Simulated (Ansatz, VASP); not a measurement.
**P in VASP and in Ansatz**

```
P
1.0
     3.34813    0.00000    0.00000
     0.00000   35.54068    0.00000
     0.00000    0.00000    4.72293
P
4
Direct
  0.50000 0.97026 0.90785
  0.50000 0.02974 0.09215
  0.00000 0.02974 0.40785
  0.00000 0.97026 0.59215
```

Change from the starting cell: volume scaled by 1.06.

Alike in both runs: task single point; functional LDA; k mesh 8 × 1 × 6; occupations fermi-dirac, width 0.05 eV; no spin polarisation.

```csv
,VASP,Ansatz
version,VASP 6.6.1,Ansatz 0.2.0
potentials or method,"VASP PAW LDA potentials, release 64 (P), cutoff 520 eV","all-electron LAPW, scalar-relativistic"
```

VASP gave:

- gap on the k mesh at the Fermi level (eV): 0.89
- least direct gap on the mesh (eV): 0.89
- rms of the force components (eV/Å): 0.252

Q: What did Ansatz give for the same quantities?

A: gap on the k mesh at the Fermi level (eV): 0.88; least direct gap on the mesh (eV): 0.88; rms of the force components (eV/Å): 0.234.

LDA's correlation is that of Perdew and Zunger in VASP and of Perdew and Wang (1992) in Ansatz. Atom by atom the forces differ by 0.022 eV/Å (rms over components). Ansatz ran all-electron here, and VASP with PAW potentials.
